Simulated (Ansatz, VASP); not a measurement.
## Cu12Si: VASP beside Ansatz

```xyz
13
Lattice="5.0378 0.0000 0.0000 -2.5189 4.3629 0.0000 0.0000 0.0000 21.2211" Properties=species:S:1:pos:R:3 pbc="T T T"
Cu    1.2595    0.7271    4.0000
Cu    0.0000    2.9086    4.0000
Cu    3.7784    0.7271    4.0000
Cu    2.5189    2.9086    4.0000
Cu    0.0000    1.4543    6.0605
Cu   -1.2595    3.6357    6.0605
Cu    2.5189    1.4543    6.0605
Cu    1.2595    3.6357    6.0605
Cu    0.0000    0.0000    8.1211
Cu   -1.2595    2.1814    8.1211
Cu    2.5189    0.0000    8.1211
Cu    1.2595    2.1814    8.1211
Si    0.0000    0.7271   10.6211
```

Alike in both runs: task single point; functional PBE; dispersion D3(BJ); k mesh 6 × 6 × 1; occupations gaussian, width 0.1 eV; no spin polarisation.

```csv
,VASP,Ansatz
version,VASP 6.6.1,Ansatz 0.2.0
potentials or method,"VASP PAW PBE potentials, release 64 (Cu, Si), cutoff 520 eV","scalar-relativistic, plane waves, PAW"
valence electrons in the cell,136,232
```

Ansatz gave:

```
gap on the k mesh at the Fermi level (eV) : none
rms of the force components (eV/Å)        : 0.470
```

Problem. What did VASP give for the same quantities?

Solution. gap on the k mesh at the Fermi level (eV): none; rms of the force components (eV/Å): 0.471.

Atom by atom the forces differ by 0.010 eV/Å (rms over components). A gap of «none» marks a metal or a gap that the smearing closes. VASP's potentials hold 136 valence electrons a cell and Ansatz's 232, so a difference there can come from the potentials and not from the codes.
